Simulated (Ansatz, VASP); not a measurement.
**Y3AlN4: VASP beside Ansatz**

```xyz
8
Lattice="5.0398 0.0000 0.0000 0.0000 5.0398 0.0000 0.0000 0.0000 5.0398" Properties=species:S:1:pos:R:3 pbc="T T T"
Y     2.5199    0.0000    0.0000
Y     0.0000    0.0000    2.5199
Y     0.0000    2.5199    0.0000
Al    2.5199    2.5199    2.5199
N     3.7799    1.2600    3.7799
N     3.7799    3.7799    1.2600
N     1.2600    1.2600    1.2600
N     1.2600    3.7799    3.7799
```

Alike in both runs: task relaxation of cell and atoms; functional PBE; k mesh 4 × 4 × 4; occupations gaussian, width 0.1 eV; no spin polarisation.

|  | VASP | Ansatz |
| --- | --- | --- |
| version | VASP 6.6.1 | Ansatz 0.2.0 |
| potentials or method | VASP PAW PBE potentials, release 64 (Y_sv, Al, N), cutoff 600 eV | scalar-relativistic, plane waves, PAW |
| valence electrons in the cell | 56 | 56 |

VASP gave:

| Property | Result |
| --- | --- |
| gap on the k mesh at the Fermi level, each at its own relaxed structure (eV) | 0.70 |
| relaxed volume (Å³/atom) | 16.18 |
| relaxed length of the cell vector where the two differ most in proportion (Å) | 5.059 |

Which values does Ansatz return?

gap on the k mesh at the Fermi level, each at its own relaxed structure (eV): 0.70; relaxed volume (Å³/atom): 16.20; relaxed length of the cell vector where the two differ most in proportion (Å): 5.061.
